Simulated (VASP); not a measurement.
NiO:

```
Ni O
1.0
     1.43814    0.83031    2.33081
    -1.43814    0.83031    2.33081
     0.00000   -1.66062    2.33081
Ni O
1 1
Direct
  0.00000 0.00000 0.00000
  0.50000 0.50000 0.50000
```

```yaml
Program: VASP 6.6.1
Task: relaxation of cell and atoms
Functional: PBE
Potentials_or_basis: VASP PAW PBE potentials, release 64 (Ni, O)
Cutoff: 600 eV
k_mesh: 14 × 14 × 14
Occupations: gaussian, width 0.05 eV
Spin: no spin polarisation
```

At the start: pressure 18.2 GPa; volume 8.35 Å³/atom.

**Question.** How do energy, volume and symmetry change on relaxing?

**Answer.** Over 11 steps the energy falls by 34.1 meV/atom and the volume is 9.00 Å³/atom (+7.8 %); space group Fm-3m (No. 225, to 0.1 Å) before and after.

The path:
```csv
step,energy change (eV),largest force (eV/Å),pressure (GPa),volume (Å³)
1,0.0000,0.0000,18.19,16.70
2,-0.0289,0.0000,-10.55,19.10
3,-0.0680,0.0000,0.01,17.99
4,-0.0680,0.0000,-0.33,18.02
5,-0.0681,0.0000,0.15,17.97
6,-0.0681,0.0000,0.36,17.97
7,-0.0681,0.0000,-0.35,18.02
8,-0.0681,0.0000,-0.07,17.99
9,-0.0681,0.0000,-0.14,18.00
10,-0.0681,0.0000,-0.09,18.00
11,-0.0682,0.0000,-0.08,17.99
```

Final structure:
```
CELL_PARAMETERS angstrom
1.47077 0.84915 2.40137
-1.47077 0.84915 2.40137
0.00000 -1.69830 2.40137
ATOMIC_POSITIONS crystal
Ni 0.00000 0.00000 0.00000
O 0.50000 0.50000 0.50000
```

Caveat: the run has no spin polarisation, though such a crystal can be magnetic.
